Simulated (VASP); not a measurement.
# Sn (Immm) in VASP: single point with LDA

Aim: the single point of Sn with LDA.

Everything below comes from runs of VASP 6.6.1. Logs are shortened: lines on timing, memory, paths and dates and some standing lists are left out, and cuts for length are marked.

## Step 1: The cell of the first run

The typed cell holds 1 atom: a = 3.319 Å, b = 3.319 Å, c = 3.319 Å, α = 119.98°, β = 120.00°, γ = 90.01°.

This isn't the form of Sn at room conditions, which is tetragonal (white tin).

## Step 2: Single point, LDA

Input file INCAR:

```
ALGO     = Normal         # electronic algorithm
EDIFF    = 1E-6           # SCF threshold, eV
ENCUT    = 500            # plane-wave cutoff, eV
GGA      = CA             # functional
GGA_COMPAT= False        
ISIF     = 2              # what is computed and relaxed
ISMEAR   = -1             # smearing method
LASPH    = True           # aspherical terms in the spheres
LCHARG   = True           # write CHGCAR
LELF     = True           # ELF
LREAL    = False          # projectors in reciprocal space
LVHAR    = True         
LWAVE    = False          # write WAVECAR
NBANDS   = 13             # bands
NELM     = 120            # most SCF steps
PREC     = Accurate       # precision mode
SIGMA    = 0.15           # smearing width, eV
```

Input file KPOINTS:

```
k-points
0
Gamma
  17 17 17
```

Input file POSCAR:

```
Sn
1.0
   -1.6597424647      1.6592456172      2.3462777659
    1.6597424647     -1.6592456172      2.3462777659
    1.6597424647      1.6592456172     -2.3462777659
Sn
1
Direct
    0.0000000000      0.0000000000      0.0000000000
```

Potentials or basis: VASP PAW LDA potentials, release 64 (Sn_d).

Command:

```console
$ cat potpaw_LDA.64/Sn_d/POTCAR > POTCAR
$ mpirun -np 1 vasp_std > vasp.out
```

OUTCAR:

```text
EDIFF = 1E-6
   ENCUT = 500
   GGA = CA
   ISIF = 2
   ISMEAR = -1
   LASPH = True
   LREAL = False
   NELM = 120
   PREC = Accurate

 ion  position               nearest neighbor table
   1  0.000  0.000  0.000-

  LATTYP: Found a body centered orthorhombic cell.
 ALAT       =     3.3184912344
 B/A-ratio  =     1.0002994418
 C/A-ratio  =     1.4140629582

  Lattice vectors:

 A1 = (   1.6597424647,   1.6592456172,   2.3462777659)
 A2 = (  -1.6597424647,  -1.6592456172,   2.3462777659)
 A3 = (   1.6597424647,  -1.6592456172,  -2.3462777659)

Analysis of symmetry for initial positions (statically):
=====================================================================
 Subroutine PRICEL returns:
 Original cell was already a primitive cell.

 Routine SETGRP: Setting up the symmetry group for a
 body centered orthorhombic supercell.

 Subroutine GETGRP returns: Found  8 space group operations
 (whereof  8 operations were pure point group operations)
 out of a pool of  8 trial point group operations.

The static configuration has the point symmetry D_2h.

Analysis of symmetry for dynamics (positions and initial velocities):
=====================================================================
 Subroutine PRICEL returns:
 Original cell was already a primitive cell.

 Routine SETGRP: Setting up the symmetry group for a
 body centered orthorhombic supercell.

 Subroutine GETGRP returns: Found  8 space group operations
 (whereof  8 operations were pure point group operations)
 out of a pool of  8 trial point group operations.

The dynamic configuration has the point symmetry D_2h.

 Subroutine INISYM returns: Found  8 space group operations
 (whereof  8 operations are pure point group operations),
 and found     1 'primitive' translations

----------------------------------------------------------------------------------------

                                     Primitive cell

  volume of cell :      25.8458

  direct lattice vectors                    reciprocal lattice vectors
    -1.659742465  1.659245617  2.346277766     0.000000000  0.301341763  0.213103498
     1.659742465 -1.659245617  2.346277766     0.301251556  0.000000000  0.213103498
     1.659742465  1.659245617 -2.346277766     0.301251556  0.301341763  0.000000000

  length of vectors
     3.318563006  3.318563006  3.318563006     0.369079882  0.369006234  0.426097827

  position of ions in fractional coordinates (direct lattice)
     0.000000000  0.000000000  0.000000000

  ion indices of the primitive-cell ions
   primitive index   ion index
                 1           1

----------------------------------------------------------------------------------------

 KPOINTS: k-points

Automatic generation of k-mesh.
 Grid dimensions read from file:
 generate k-points for:   17   17   17

 Generating k-lattice:

  Cartesian coordinates                     Fractional coordinates (reciprocal lattice)
     0.000000000  0.017725986  0.012535500     0.058823529  0.000000000 -0.000000000
     0.017720680  0.000000000  0.012535500     0.000000000  0.058823529 -0.000000000
     0.017720680  0.017725986  0.000000000     0.000000000 -0.000000000  0.058823529

  Length of vectors
     0.021710581  0.021706249  0.025064578

  Shift w.r.t. Gamma in fractional coordinates (k-lattice)
     0.000000000  0.000000000  0.000000000

 Subroutine IBZKPT returns following result:
 ===========================================

 Found    729 irreducible k-points:

 Following reciprocal coordinates:
            Coordinates               Weight
  0.000000  0.000000  0.000000      1.000000
  0.058824 -0.000000  0.000000      4.000000
  0.117647  0.000000  0.000000      4.000000
  0.176471 -0.000000  0.000000      4.000000
  0.235294  0.000000  0.000000      4.000000
  0.294118  0.000000 -0.000000      4.000000
[... 16 lines left out ...]
 -0.235294  0.058824  0.000000      8.000000
 -0.176471  0.058824  0.000000      8.000000
 [... further k-points ...]
   k-points           NKPTS =    729   k-points in BZ     NKDIM =    729   number of bands    NBANDS=     13
   number of dos      NEDOS =    301   number of ions     NIONS =      1
   total plane-waves  NPLWV =  13824
   dimension x,y,z NGX =    24 NGY =   24 NGZ =   24
   dimension x,y,z NGXF=    48 NGYF=   48 NGZF=   48
   ions per type =               1
   NGX,Y,Z   is equivalent  to a cutoff of  12.02, 12.02, 12.02 a.u.
   NGXF,Y,Z  is equivalent  to a cutoff of  24.05, 24.05, 24.05 a.u.
 SYSTEM =  unknown system
   PREC   = accura    normal or accurate (medium, high low for compatibility)
   ISTART =      0    job   : 0-new  1-cont  2-samecut
   ICHARG =      2    charge: 1-file 2-atom 10-const
   ISPIN  =      1    spin polarized calculation?
   LNONCOLLINEAR =      F non collinear calculations
   LSORBIT =      F    spin-orbit coupling
   LASPH  =      T    aspherical Exc in radial PAW
   ENCUT  =  500.0 eV  36.75 Ry    6.06 a.u.   6.05  6.05  6.05*2*pi/ulx,y,z
   NELM   =    120;   NELMIN=  2; NELMDL= -5     # of ELM steps
   EDIFF  = 0.1E-05   stopping-criterion for ELM
   LREAL  =      F    real-space projection
   EDIFFG = 0.1E-04   stopping-criterion for IOM
   NSW    =      0    number of steps for IOM
   IBRION =     -1    ionic relax: 0-MD 1-quasi-New 2-CG
   NFREE  =      0    steps in history (QN), initial steepest desc. (CG)
   ISIF   =      2    stress and relaxation
   ISYM   =      2    0-nonsym 1-usesym 2-fastsym
   POTIM  = 0.5000    time-step for ionic-motion
   TEBEG  =    0.0;   TEEND  =   0.0 temperature during run
   PSTRESS=    0.0 pullay stress
   NELECT =      14.0000    total number of electrons
   NUPDOWN=      -1.0000    fix difference up-down
   EMIN   =  10.00;   EMAX   =-10.00  energy-range for DOS
   EFERMI =   0.00;   METHOD = LEGACY
   ISMEAR =    -1;   SIGMA  =   0.15  broadening in eV -4-tet -1-fermi 0-gaus
   EFERMI_NEDOS =   21; number of points for ismear=-14 and -15
   IALGO  =     38    algorithm
   IMIX   =      4    mixing-type and parameters
     AMIX     =   0.40;   BMIX     =  1.00
     AMIX_MAG =   1.60;   BMIX_MAG =  1.00
  volume/ion in A,a.u.               =      25.85       174.42
  Fermi-wavevector in a.u.,A,eV,Ry     =   1.334506  2.521851 24.230706  1.780907
  Thomas-Fermi vector in A             =   2.463282
   LORBIT       =      0    0 simple, 1 ext, 2 COOP (PROOUT), +10 PAW based schemes
   GGA     = CA    functional components
   LHFCALC =     F    Hartree Fock is set to
   AEXX    =    0.0000 exact exchange contribution
   IVDW    =     0    specifies the selected vdW correction
   LEPSILON=     F    determine dielectric tensor
   LRPA    =     F    only Hartree local field effects (RPA)
 non-spin polarized calculation
  energy-cutoff  :      500.00
  volume of cell :       25.85
 maximum number of plane-waves:       670
   NGX = 13   NGY = 13   NGZ = 13

 number of electron      14.0000011 magnetization

 Free energy of the ion-electron system (eV)
  ---------------------------------------------------
  ext. energy  EPLUGINS =         0.00000000
  ---------------------------------------------------
  free energy    TOTEN  =        -4.46287872 eV

  energy without entropy =       -4.42695210  energy(sigma->0) =       -4.44491541

 E-fermi :   8.5135     XC(G=0): -10.8401

 val. band max:        8.4509417154   @ k =  -0.4706   0.4706   0.2353
 cond. band min:       8.5155858399   @ k =  -0.3529  -0.3529   0.1765
 fundamental gap:      0.0646441246
 Fermi energy:         8.5134631939

 k-point     1 :       0.0000    0.0000    0.0000
  band No.  band energies     occupation
      1     -12.9923      2.00000
      2     -12.9921      2.00000
      3     -12.9920      2.00000
      4     -12.8988      2.00000
      5     -12.8985      2.00000
      6      -3.0370      2.00000
      7      16.4962      0.00000
      8      16.4994      0.00000
      9      16.5035      0.00000
     10      19.2647      0.00000
     11      20.7204      0.00000
     12      20.7255      0.00000
     13      20.7283      0.00000

 k-point     2 :       0.0588   -0.0000    0.0000
  band No.  band energies     occupation
      1     -12.9919      2.00000
      2     -12.9888      2.00000
      3     -12.9886      2.00000
      4     -12.8990      2.00000
      5     -12.8987      2.00000
      6      -2.9628      2.00000
      7      15.6533      0.00000
      8      16.3742      0.00000
      9      16.3789      0.00000
     10      18.8842      0.00000
     11      20.9297      0.00000
     12      20.9357      0.00000
     13      21.7642      0.00000

 k-point     3 :       0.1176    0.0000    0.0000
  band No.  band energies     occupation
      1     -12.9915      2.00000
      2     -12.9800      2.00000
      3     -12.9798      2.00000
      4     -12.8983      2.00000
      5     -12.8981      2.00000
      6      -2.7399      2.00000
      7      13.8765      0.00000
      8      16.0717      0.00000
      9      16.0767      0.00000
     10      18.6232      0.00000
     11      21.4587      0.00000
     12      21.4647      0.00000
     13      22.6905      0.00000

 k-point     4 :       0.1765   -0.0000    0.0000
  band No.  band energies     occupation
      1     -12.9911      2.00000
      2     -12.9711      2.00000
      3     -12.9707      2.00000
      4     -12.8929      2.00000
      5     -12.8928      2.00000
      6      -2.3676      2.00000
      7      11.9181      0.00000
      8      15.6988      0.00000
      9      15.7041      0.00000
     10      18.4753      0.00000
     11      21.7687      0.00000
     12      21.7766      0.00000
     13      22.2105      0.00000

 k-point     5 :       0.2353    0.0000    0.0000
  band No.  band energies     occupation
      1     -12.9912      2.00000
      2     -12.9677      2.00000
      3     -12.9674      2.00000
      4     -12.8788      2.00000
      5     -12.8787      2.00000
      6      -1.8461      2.00000
      7       9.9924      0.00010
      8      15.3314      0.00000
      9      15.3370      0.00000
     10      18.3874      0.00000
     11      21.1859      0.00000
     12      21.1944      0.00000
     13      21.4443      0.00000
[... 257 lines left out ...]
 k-point    22 :      -0.2941    0.0588    0.0000
  band No.  band energies     occupation
      1     -12.9950      2.00000
      2     -12.9666      2.00000
      3     -12.9619      2.00000
      4     -12.8789      2.00000
      5     -12.8532      2.00000
      6      -1.3506      2.00000
      7       8.8169      0.23362
      8      14.3651      0.00000
      9      15.0866      0.00000
     10      18.2972      0.00000
     11      19.9976      0.00000
     12      21.5845      0.00000
     13      21.7941      0.00000

 k-point    23 :      -0.2353    0.0588    0.0000
  band No.  band energies     occupation
      1     -12.9962      2.00000
      2     -12.9639      2.00000
      3     -12.9608      2.00000
      4     -12.8973      2.00000
      5     -12.8728      2.00000
      6      -1.9703      2.00000
      7      10.6735      0.00000
      8      14.6598      0.00000
      9      15.4927      0.00000
     10      18.5319      0.00000
     11      20.2796      0.00000
     12      21.8425      0.00000
     13      22.3313      0.00000

 k-point    24 :      -0.1765    0.0588    0.0000
  band No.  band energies     occupation
      1     -12.9974      2.00000
      2     -12.9681      2.00000
      3     -12.9662      2.00000
      4     -12.9059      2.00000
      5     -12.8863      2.00000
      6      -2.4422      2.00000
      7      12.6092      0.00000
      8      15.0474      0.00000
      9      15.8667      0.00000
     10      18.5173      0.00000
     11      20.8649      0.00000
     12      21.4684      0.00000
     13      22.7327      0.00000

 [... further k-points ...]
[... 5 lines left out ...]
  --------------------------------------------------------------------------------------
  -------------------------------------------------------------------------------------
  Total       -0.0011535      0.0013159      0.0002845     -0.0000000      0.0000000      0.0000000
  in kB       -0.0715044      0.0815704      0.0176334     -0.0000000      0.0000000      0.0000000
  external PRESSURE =       0.0092331 kB  Pullay stress =       0.0000000 kB

 VOLUME and BASIS-vectors are now :
 -----------------------------------------------------------------------------
  energy-cutoff  :      500.00
  volume of cell :       25.85
      direct lattice vectors                 reciprocal lattice vectors
    -1.659742465  1.659245617  2.346277766     0.000000000  0.301341763  0.213103498
     1.659742465 -1.659245617  2.346277766     0.301251556  0.000000000  0.213103498
     1.659742465  1.659245617 -2.346277766     0.301251556  0.301341763  0.000000000

 POSITION                                       TOTAL-FORCE (eV/Angst)
 -----------------------------------------------------------------------------------
      0.00000      0.00000      0.00000         0.000000     -0.000000      0.000000
 -----------------------------------------------------------------------------------
    total drift:                                0.000000      0.000000      0.000000

  FREE ENERGIE OF THE ION-ELECTRON SYSTEM (eV)
  ---------------------------------------------------
  free  energy   TOTEN  =        -4.4628787233 eV

  energy  without entropy=       -4.4269521049  energy(sigma->0) =       -4.44491541
```

Run time: 70 s. Hardware: 1 thread of Intel Xeon Platinum 8488C (Sapphire Rapids), shared host; peak memory 0.3 GiB.

What came out:

| Quantity | Value |
| --- | --- |
| Free energy | -4.4629 eV |
| Pressure | 0.0 GPa |
| Band gap on the k mesh | zero (bands 7 and 8 overlap by 10.05 eV) |

Caveat: spin-orbit coupling is left out, which moves the levels of the heavy elements.

The gap in the log of VASP goes by the Fermi energy; the results here count the filled bands.